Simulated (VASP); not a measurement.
Input of a VASP 6.6.1 run:

The input POSCAR:

```
Sn
1.0
    0.0000000000      3.2840539893      3.2840539893
    3.2840539893      0.0000000000      3.2840539893
    3.2840539893      3.2840539893      0.0000000000
Sn
2
Direct
    0.5000000000      0.5000000000      0.5000000000
    0.7500000000      0.7500000000      0.7500000000
```

Contents of INCAR.step1:

```
PREC = Accurate ; ENCUT = 520
ISMEAR = -1 ; SIGMA = 0.1
LREAL = F ; LASPH = T
NELM = 100 ; NBANDS = 21
GGA = PE ; ALGO = Normal
EDIFF = 1E-4 ; LWAVE = T
LCHARG = F
```

File INCAR.step2:

```
PREC = Accurate ; ENCUT = 520
EDIFF = 1E-6 ; ISMEAR = -1
SIGMA = 0.1 ; LREAL = F
LASPH = T ; NELM = 100
ALGO = Normal ; ISIF = 2
LWAVE = F ; LCHARG = F
METAGGA = R2SCAN ; LMIXTAU = T
NBANDS = 21 ; ISTART = 1
```

File KPOINTS:

```
Automatic mesh
0
Gamma
  5 5 5
```

Potentials or basis: VASP PAW PBE potentials, release 64 (Sn_d).

Run with:

```sh
$ cat potpaw_PBE.64/Sn_d/POTCAR > POTCAR
$ cp INCAR.step1 INCAR
$ mpirun -np 1 vasp_std > vasp.out
$ cp INCAR.step2 INCAR
$ mpirun -np 1 vasp_std > vasp.out
```

Predict the pressure.

0.1 GPa.

Estimate the band gap on the k mesh.

zero (filled and empty bands touch).

Caveat: the PAW data sets were made with another functional, which shifts forces and pressure a little; spin-orbit coupling is left out, which moves the levels of the heavy elements.
